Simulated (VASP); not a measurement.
# ZnO (P6_3/mmc) in VASP: a series of runs

ZnO is run at these levels: PBEsol, LDA, PBE; tasks: single point.

All numbers are computed with VASP 6.6.1; they aren't measurements. Logs are shortened: lines on timing, memory, paths and dates and some standing lists are left out, and cuts for length are marked.

### Step 1. The cell of the first run

Symmetry: P6_3/mmc, No. 194, hexagonal system. Conventional cell: a = 3.244 Å, b = 3.244 Å, c = 7.034 Å, α = 90.00°, β = 90.00°, γ = 120.00°. Within 2.5 Å of Zn (site symmetry -6m2) lie 3 O at 1.87 Å. Within 2.5 Å of O (site symmetry -6m2) lie 3 Zn at 1.87 Å.

### Step 2. Single point, PBEsol

The input, INCAR:

```
SYSTEM = ZnO
PREC = Accurate
ENCUT = 520
EDIFF = 1E-7
ISMEAR = -1
SIGMA = 0.05
LREAL = .False.
LASPH = .True.
NELM = 60
ALGO = Normal
ISIF = 2
LWAVE = .False.
LCHARG = .False.
GGA = PS
NBANDS = 26
```

The input, KPOINTS:

```
Automatic mesh
0
Gamma
  9 9 4
  0 0 0
```

The input, POSCAR:

```
ZnO
1.0
    3.2435297227      0.0000000000      0.0000000000
   -1.6217648613      2.8089791378      0.0000000000
    0.0000000000      0.0000000000      7.0340722211
Zn O
2 2
Direct
    0.0000000000      0.0000000000      0.2500000000
    0.0000000000      0.0000000000      0.7500000000
    0.6666666667      0.3333333333      0.7500000000
    0.3333333333      0.6666666667      0.2500000000
```

Potentials or basis: VASP PAW PBE potentials, release 64 (Zn, O).

Command:

```bash
$ cat potpaw_PBE.64/Zn/POTCAR potpaw_PBE.64/O/POTCAR > POTCAR
$ mpirun -np 1 vasp_std > vasp.out
```

OUTCAR:

```text
SYSTEM = ZnO
   PREC = Accurate
   ENCUT = 520
   EDIFF = 1E-7
   ISMEAR = -1
   LREAL = .False.
   LASPH = .True.
   NELM = 60
   ISIF = 2
   GGA = PS

 ion  position               nearest neighbor table
   1  0.000  0.000  0.250-   4 1.87   4 1.87   4 1.87
   2  0.000  0.000  0.750-   3 1.87   3 1.87   3 1.87
   3  0.667  0.333  0.750-   2 1.87   2 1.87   2 1.87
   4  0.333  0.667  0.250-   1 1.87   1 1.87   1 1.87

  LATTYP: Found a hexagonal cell.
 ALAT       =     3.2435297227
 C/A-ratio  =     2.1686473757

  Lattice vectors:

 A1 = (   3.2435297227,   0.0000000000,   0.0000000000)
 A2 = (  -1.6217648613,   2.8089791378,   0.0000000000)
 A3 = (   0.0000000000,   0.0000000000,   7.0340722211)

Analysis of symmetry for initial positions (statically):
=====================================================================
 Subroutine PRICEL returns:
 Original cell was already a primitive cell.

 Routine SETGRP: Setting up the symmetry group for a
 hexagonal supercell.

 Subroutine GETGRP returns: Found 24 space group operations
 (whereof 12 operations were pure point group operations)
 out of a pool of 24 trial point group operations.

The static configuration has the point symmetry D_3d.
 The point group associated with its full space group is D_6h.

Analysis of symmetry for dynamics (positions and initial velocities):
=====================================================================
 Subroutine PRICEL returns:
 Original cell was already a primitive cell.

 Routine SETGRP: Setting up the symmetry group for a
 hexagonal supercell.

 Subroutine GETGRP returns: Found 24 space group operations
 (whereof 12 operations were pure point group operations)
 out of a pool of 24 trial point group operations.

The dynamic configuration has the point symmetry D_3d.
 The point group associated with its full space group is D_6h.

 Subroutine INISYM returns: Found 24 space group operations
 (whereof 12 operations are pure point group operations),
 and found     1 'primitive' translations

----------------------------------------------------------------------------------------

                                     Primitive cell

  volume of cell :      64.0875

  direct lattice vectors                    reciprocal lattice vectors
     3.243529723  0.000000000  0.000000000     0.308306100  0.178000610  0.000000000
    -1.621764861  2.808979138  0.000000000     0.000000000  0.356001220  0.000000000
     0.000000000  0.000000000  7.034072221     0.000000000  0.000000000  0.142165160

  length of vectors
     3.243529723  3.243529723  7.034072221     0.356001220  0.356001220  0.142165160

  position of ions in fractional coordinates (direct lattice)
     0.000000000  0.000000000  0.250000000
     0.000000000  0.000000000  0.750000000
     0.666666667  0.333333333  0.750000000
     0.333333333  0.666666667  0.250000000

  ion indices of the primitive-cell ions
   primitive index   ion index
                 1           1
                 2           2
                 3           3
                 4           4

----------------------------------------------------------------------------------------

 KPOINTS: Automatic mesh

Automatic generation of k-mesh.
 Grid dimensions read from file:
 generate k-points for:    9    9    4

 Generating k-lattice:

  Cartesian coordinates                     Fractional coordinates (reciprocal lattice)
     0.034256233  0.019777846  0.000000000     0.111111111 -0.000000000  0.000000000
     0.000000000  0.039555691  0.000000000     0.000000000  0.111111111  0.000000000
     0.000000000  0.000000000  0.035541290     0.000000000  0.000000000  0.250000000

  Length of vectors
     0.039555691  0.039555691  0.035541290

  Shift w.r.t. Gamma in fractional coordinates (k-lattice)
     0.000000000  0.000000000  0.000000000

 Subroutine IBZKPT returns following result:
 ===========================================

 Found     36 irreducible k-points:

 Following reciprocal coordinates:
            Coordinates               Weight
  0.000000  0.000000  0.000000      1.000000
  0.111111  0.000000  0.000000      6.000000
  0.222222  0.000000  0.000000      6.000000
  0.333333 -0.000000  0.000000      6.000000
  0.444444  0.000000  0.000000      6.000000
  0.111111  0.111111  0.000000      6.000000
[... 16 lines left out ...]
  0.333333  0.222222  0.250000     24.000000
  0.333333  0.333333  0.250000      4.000000
 [... further k-points ...]
   k-points           NKPTS =     36   k-points in BZ     NKDIM =     36   number of bands    NBANDS=     26
   number of dos      NEDOS =    301   number of ions     NIONS =      4
   total plane-waves  NPLWV =  31104
   dimension x,y,z NGX =    24 NGY =   24 NGZ =   54
   dimension x,y,z NGXF=    48 NGYF=   48 NGZF=  108
   ions per type =               2   2
   NGX,Y,Z   is equivalent  to a cutoff of  12.30, 12.30, 12.76 a.u.
   NGXF,Y,Z  is equivalent  to a cutoff of  24.60, 24.60, 25.53 a.u.
 SYSTEM =  ZnO
   PREC   = accura    normal or accurate (medium, high low for compatibility)
   ISTART =      0    job   : 0-new  1-cont  2-samecut
   ICHARG =      2    charge: 1-file 2-atom 10-const
   ISPIN  =      1    spin polarized calculation?
   LNONCOLLINEAR =      F non collinear calculations
   LSORBIT =      F    spin-orbit coupling
   LASPH  =      T    aspherical Exc in radial PAW
   ENCUT  =  520.0 eV  38.22 Ry    6.18 a.u.   6.03  6.03 13.08*2*pi/ulx,y,z
   NELM   =     60;   NELMIN=  2; NELMDL= -5     # of ELM steps
   EDIFF  = 0.1E-06   stopping-criterion for ELM
   LREAL  =      F    real-space projection
   EDIFFG = 0.1E-05   stopping-criterion for IOM
   NSW    =      0    number of steps for IOM
   IBRION =     -1    ionic relax: 0-MD 1-quasi-New 2-CG
   NFREE  =      0    steps in history (QN), initial steepest desc. (CG)
   ISIF   =      2    stress and relaxation
   ISYM   =      2    0-nonsym 1-usesym 2-fastsym
   POTIM  = 0.5000    time-step for ionic-motion
   TEBEG  =    0.0;   TEEND  =   0.0 temperature during run
   PSTRESS=    0.0 pullay stress
   NELECT =      36.0000    total number of electrons
   NUPDOWN=      -1.0000    fix difference up-down
   EMIN   =  10.00;   EMAX   =-10.00  energy-range for DOS
   EFERMI =   0.00;   METHOD = LEGACY
   ISMEAR =    -1;   SIGMA  =   0.05  broadening in eV -4-tet -1-fermi 0-gaus
   EFERMI_NEDOS =   21; number of points for ismear=-14 and -15
   IALGO  =     38    algorithm
   IMIX   =      4    mixing-type and parameters
     AMIX     =   0.40;   BMIX     =  1.00
     AMIX_MAG =   1.60;   BMIX_MAG =  1.00
  volume/ion in A,a.u.               =      16.02       108.12
  Fermi-wavevector in a.u.,A,eV,Ry     =   1.350780  2.552604 24.825277  1.824606
  Thomas-Fermi vector in A             =   2.478256
   LORBIT       =      0    0 simple, 1 ext, 2 COOP (PROOUT), +10 PAW based schemes
   GGA     = PS    functional components
   LHFCALC =     F    Hartree Fock is set to
   AEXX    =    0.0000 exact exchange contribution
   IVDW    =     0    specifies the selected vdW correction
   LEPSILON=     F    determine dielectric tensor
   LRPA    =     F    only Hartree local field effects (RPA)
 non-spin polarized calculation
  energy-cutoff  :      520.00
  volume of cell :       64.09
 maximum number of plane-waves:      1752
   NGX = 13   NGY = 13   NGZ = 27

 number of electron      36.0000019 magnetization

 Free energy of the ion-electron system (eV)
  ---------------------------------------------------
  ext. energy  EPLUGINS =         0.00000000
  ---------------------------------------------------
  free energy    TOTEN  =       -18.30158627 eV

  energy without entropy =      -18.30157462  energy(sigma->0) =      -18.30158045

 E-fermi :  -0.1505     XC(G=0):  -9.3684

 val. band max:       -0.5924838676   @ k =   0.0000   0.0000   0.0000
 cond. band min:       0.1555837638   @ k =   0.0000   0.0000   0.0000
 fundamental gap:      0.7480676315
 Fermi energy:        -0.1505473026

 k-point     1 :       0.0000    0.0000    0.0000
  band No.  band energies     occupation
      1     -18.3083      2.00000
      2     -18.2151      2.00000
      3      -6.9631      2.00000
      4      -6.9631      2.00000
      5      -6.9468      2.00000
      6      -6.9468      2.00000
[... 18 lines left out ...]
     25      12.3217      0.00000
     26      13.1483      0.00000

 k-point     2 :       0.1111    0.0000    0.0000
  band No.  band energies     occupation
      1     -18.2459      2.00000
      2     -18.1580      2.00000
      3      -6.9904      2.00000
      4      -6.9777      2.00000
      5      -6.8760      2.00000
      6      -6.8593      2.00000
[... 18 lines left out ...]
     25      12.2001      0.00000
     26      12.5596      0.00000

 k-point     3 :       0.2222    0.0000    0.0000
  band No.  band energies     occupation
      1     -18.0842      2.00000
      2     -18.0113      2.00000
      3      -7.0178      2.00000
      4      -7.0126      2.00000
      5      -6.6322      2.00000
      6      -6.6154      2.00000
[... 18 lines left out ...]
     25      11.5918      0.00000
     26      12.9992      0.00000

 k-point     4 :       0.3333   -0.0000    0.0000
  band No.  band energies     occupation
      1     -17.8919      2.00000
      2     -17.8415      2.00000
      3      -6.9504      2.00000
      4      -6.9471      2.00000
      5      -6.2975      2.00000
      6      -6.2824      2.00000
[... 18 lines left out ...]
     25      11.5795      0.00000
     26      12.6076      0.00000
[... 496 lines left out ...]
      1     -17.8014      2.00000
      2     -17.7739      2.00000
      3      -6.8362      2.00000
      4      -6.8278      2.00000
      5      -6.0714      2.00000
      6      -6.0680      2.00000
[... 18 lines left out ...]
     25      10.2673      0.00000
     26      11.6456      0.00000

 k-point    23 :       0.3333    0.2222    0.2500
  band No.  band energies     occupation
      1     -17.7018      2.00000
      2     -17.6895      2.00000
      3      -6.6268      2.00000
      4      -6.6186      2.00000
      5      -6.0273      2.00000
      6      -5.9469      2.00000
[... 18 lines left out ...]
     25       9.7651      0.00000
     26      10.4919      0.00000

 k-point    24 :       0.3333    0.3333    0.2500
  band No.  band energies     occupation
      1     -17.6646      2.00000
      2     -17.6646      2.00000
      3      -6.5063      2.00000
      4      -6.4938      2.00000
      5      -5.9880      2.00000
      6      -5.9880      2.00000
[... 18 lines left out ...]
     25       9.1116      0.00000
     26       9.8590      0.00000

 [... further k-points ...]
[... 5 lines left out ...]
  --------------------------------------------------------------------------------------
  -------------------------------------------------------------------------------------
  Total        0.1056931      0.1056931     -0.3559778      0.0000000      0.0000000      0.0000000
  in kB        2.6423109      2.6423109     -8.8993896      0.0000000      0.0000000      0.0000000
  external PRESSURE =      -1.2049226 kB  Pullay stress =       0.0000000 kB

 VOLUME and BASIS-vectors are now :
 -----------------------------------------------------------------------------
  energy-cutoff  :      520.00
  volume of cell :       64.09
      direct lattice vectors                 reciprocal lattice vectors
     3.243529723  0.000000000  0.000000000     0.308306100  0.178000610  0.000000000
    -1.621764861  2.808979138  0.000000000     0.000000000  0.356001220  0.000000000
     0.000000000  0.000000000  7.034072221     0.000000000  0.000000000  0.142165160

 POSITION                                       TOTAL-FORCE (eV/Angst)
 -----------------------------------------------------------------------------------
      0.00000      0.00000      1.75852        -0.000000      0.000000      0.000000
      0.00000      0.00000      5.27555         0.000000      0.000000     -0.000000
      1.62176      0.93633      5.27555        -0.000000      0.000000     -0.000000
     -0.00000      1.87265      1.75852         0.000000     -0.000000      0.000000
 -----------------------------------------------------------------------------------
    total drift:                               -0.000000      0.000000      0.000000

  FREE ENERGIE OF THE ION-ELECTRON SYSTEM (eV)
  ---------------------------------------------------
  free  energy   TOTEN  =       -18.3015862704 eV

  energy  without entropy=      -18.3015746220  energy(sigma->0) =      -18.30158045
```

Wall time 54 s (1 thread of Intel Xeon 6975P-C, shared host); peak memory 0.2 GiB.

Results:

* Free energy: -18.3016 eV
* Pressure: -0.1 GPa
* Band gap on the k mesh: 0.75 eV, direct

Caveat: the PAW data sets were made with another functional, which shifts forces and pressure a little. A k mesh can miss the band edges.

### Step 3. Single point, LDA

This run uses another cell than the first one, of 16.36 Å³/atom, 1.021 times its volume.

The input, INCAR:

```
SYSTEM = ZnO
  PREC = Accurate
  ENCUT = 520
  EDIFF = 1E-7
  ISMEAR = -1
  SIGMA = 0.05
  LREAL = .FALSE.
  LASPH = .TRUE.
  NELM = 60
  ALGO = Normal
  ISIF = 2
  LWAVE = .FALSE.
  LCHARG = .FALSE.
  NBANDS = 26
```

The input, KPOINTS:

```
Automatic mesh
0
G
  9 9 4
  0 0 0
```

The input, POSCAR:

```
ZnO
1.0
    3.2658996001      0.0000000000      0.0000000000
   -1.6329498000      2.8283520199      0.0000000000
    0.0000000000      0.0000000000      7.0825845970
Zn O
2 2
Direct
    0.0000000000      0.0000000000      0.2500000000
    0.0000000000      0.0000000000      0.7500000000
    0.6666666667      0.3333333333      0.7500000000
    0.3333333333      0.6666666667      0.2500000000
```

Potentials or basis: VASP PAW LDA potentials, release 64 (Zn, O).

Command:

```bash
$ cat potpaw_LDA.64/Zn/POTCAR potpaw_LDA.64/O/POTCAR > POTCAR
$ mpirun -np 1 vasp_std > vasp.out
```

OUTCAR:

```text
SYSTEM = ZnO
   PREC = Accurate
   ENCUT = 520
   EDIFF = 1E-7
   ISMEAR = -1
   LREAL = .FALSE.
   LASPH = .TRUE.
   NELM = 60
   ISIF = 2

 ion  position               nearest neighbor table
   1  0.000  0.000  0.250-   4 1.89   4 1.89   4 1.89
   2  0.000  0.000  0.750-   3 1.89   3 1.89   3 1.89
   3  0.667  0.333  0.750-   2 1.89   2 1.89   2 1.89
   4  0.333  0.667  0.250-   1 1.89   1 1.89   1 1.89

  LATTYP: Found a hexagonal cell.
 ALAT       =     3.2658996001
 C/A-ratio  =     2.1686473757

  Lattice vectors:

 A1 = (   3.2658996001,   0.0000000000,   0.0000000000)
 A2 = (  -1.6329498000,   2.8283520199,   0.0000000000)
 A3 = (   0.0000000000,   0.0000000000,   7.0825845970)

Analysis of symmetry for initial positions (statically):
=====================================================================
 Subroutine PRICEL returns:
 Original cell was already a primitive cell.

 Routine SETGRP: Setting up the symmetry group for a
 hexagonal supercell.

 Subroutine GETGRP returns: Found 24 space group operations
 (whereof 12 operations were pure point group operations)
[... 163 lines left out ...]
  ext. energy  EPLUGINS =         0.00000000
  ---------------------------------------------------
  free energy    TOTEN  =       -19.81519834 eV

  energy without entropy =      -19.81518774  energy(sigma->0) =      -19.81519304

 E-fermi :  -0.5469     XC(G=0):  -9.6088

 val. band max:       -0.9949093166   @ k =   0.0000   0.0000   0.0000
 cond. band min:      -0.2354037940   @ k =   0.0000   0.0000   0.0000
 fundamental gap:      0.7595055225
 Fermi energy:        -0.5469496615

 k-point     1 :       0.0000    0.0000    0.0000
  band No.  band energies     occupation
      1     -18.2887      2.00000
      2     -18.1963      2.00000
      3      -7.2816      2.00000
      4      -7.2816      2.00000
      5      -7.2661      2.00000
      6      -7.2661      2.00000
[... 685 lines left out ...]
     25       8.6543      0.00000
     26       9.2830      0.00000

 [... further k-points ...]
[... 5 lines left out ...]
  --------------------------------------------------------------------------------------
  -------------------------------------------------------------------------------------
  Total       -3.1737036     -3.1737036     -0.7688425     -0.0000000      0.0000000      0.0000000
  in kB      -77.7228796    -77.7228796    -18.8286815     -0.0000000      0.0000000      0.0000000
  external PRESSURE =     -58.0914803 kB  Pullay stress =       0.0000000 kB

 VOLUME and BASIS-vectors are now :
 -----------------------------------------------------------------------------
  energy-cutoff  :      520.00
  volume of cell :       65.42
      direct lattice vectors                 reciprocal lattice vectors
     3.265899600  0.000000000  0.000000000     0.306194348  0.176781389  0.000000000
    -1.632949800  2.828352020  0.000000000     0.000000000  0.353562779  0.000000000
     0.000000000  0.000000000  7.082584597     0.000000000  0.000000000  0.141191395

 POSITION                                       TOTAL-FORCE (eV/Angst)
 -----------------------------------------------------------------------------------
      0.00000      0.00000      1.77065         0.000000     -0.000000     -0.000000
      0.00000      0.00000      5.31194         0.000000     -0.000000      0.000000
      1.63295      0.94278      5.31194         0.000000      0.000000     -0.000000
     -0.00000      1.88557      1.77065        -0.000000     -0.000000      0.000000
 -----------------------------------------------------------------------------------
    total drift:                               -0.000000      0.000000      0.000000

  FREE ENERGIE OF THE ION-ELECTRON SYSTEM (eV)
  ---------------------------------------------------
  free  energy   TOTEN  =       -19.8151983365 eV

  energy  without entropy=      -19.8151877362  energy(sigma->0) =      -19.81519304
```

OSZICAR:

```text
N       E                     dE             d eps       ncg     rms          rms(c)
DAV:   1     0.300673861705E+03    0.30067E+03   -0.18151E+04  1872   0.181E+03
DAV:   2     0.143175142757E+02   -0.28636E+03   -0.26732E+03  1968   0.394E+02
DAV:   3    -0.228132335482E+02   -0.37131E+02   -0.36651E+02  2134   0.144E+02
DAV:   4    -0.236741776658E+02   -0.86094E+00   -0.85857E+00  2096   0.230E+01
DAV:   5    -0.236793949938E+02   -0.52173E-02   -0.52168E-02  2118   0.181E+00    0.160E+01
DAV:   6    -0.197726902849E+02    0.39067E+01   -0.10022E+01  3218   0.726E+01    0.953E+00
DAV:   7    -0.199040776730E+02   -0.13139E+00   -0.31128E+00  1990   0.176E+01    0.570E+00
DAV:   8    -0.198867314756E+02    0.17346E-01   -0.96248E-01  2240   0.722E+00    0.199E+00
DAV:   9    -0.198126711677E+02    0.74060E-01   -0.17980E-01  2674   0.606E+00    0.422E-01
DAV:  10    -0.198151242988E+02   -0.24531E-02   -0.45435E-02  1906   0.148E+00    0.103E-01
DAV:  11    -0.198152060206E+02   -0.81722E-04   -0.44225E-04  2148   0.408E-01    0.406E-02
DAV:  12    -0.198151979153E+02    0.81054E-05   -0.14109E-04  2598   0.311E-01    0.903E-03
DAV:  13    -0.198152017382E+02   -0.38229E-05   -0.25485E-05  2912   0.718E-02    0.155E-02
DAV:  14    -0.198151982929E+02    0.34453E-05   -0.10171E-05  2388   0.286E-02    0.299E-03
DAV:  15    -0.198151983331E+02   -0.40173E-07   -0.14324E-06  1942   0.119E-02    0.818E-04
DAV:  16    -0.198151983365E+02   -0.33588E-08   -0.48361E-08  1018   0.425E-03
   1 F= -.19815198E+02 E0= -.19815193E+02  d E =-.106003E-04
```

It took 46 s on 1 thread of Intel Xeon 6975P-C, shared host; peak memory 0.18 GiB.

What came out:

```
Free energy            : -19.8152 eV
Pressure               : -5.8 GPa
Band gap on the k mesh : 0.76 eV, direct
```

A k mesh can miss the band edges.

(Continued in part 2 of 3.)
